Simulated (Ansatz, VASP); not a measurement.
**Pb: VASP beside Ansatz**

```
CELL_PARAMETERS angstrom
0.00000 3.43900 3.43900
3.43900 0.00000 3.43900
3.43900 3.43900 0.00000
ATOMIC_POSITIONS crystal
Pb 0.24233 0.24870 0.24871
Pb 0.00968 0.98262 0.01781
```

Change from the starting cell: atoms moved at random, drawn with an rms of 0.05 Å.

Alike in both runs: task single point; functional PBE; k mesh 7 × 7 × 7; occupations fermi-dirac, width 0.05 eV; no spin polarisation.

|  | VASP | Ansatz |
| --- | --- | --- |
| version | VASP 6.6.1 | Ansatz 0.2.0 |
| potentials or method | VASP PAW PBE potentials, release 64 (Pb_d), cutoff 520 eV | all-electron LAPW, scalar-relativistic |

VASP gave:

| Property | Result |
| --- | --- |
| gap on the k mesh at the Fermi level (eV) | none |
| pressure (GPa) | 2.5 |
| traceless stress, the component that is largest in VASP (GPa) | 1.86 |
| rms of the force components (eV/Å) | 0.374 |

What did Ansatz give for the same quantities?

gap on the k mesh at the Fermi level (eV): none; pressure (GPa): 2.6; traceless stress, the component that is largest in VASP (GPa): 1.85; rms of the force components (eV/Å): 0.374.

Atom by atom the forces differ by 0.000 eV/Å (rms over components). A gap of «none» marks a metal or a gap that the smearing closes. Ansatz ran all-electron here, and VASP with PAW potentials.

Neither program's run includes spin-orbit coupling.
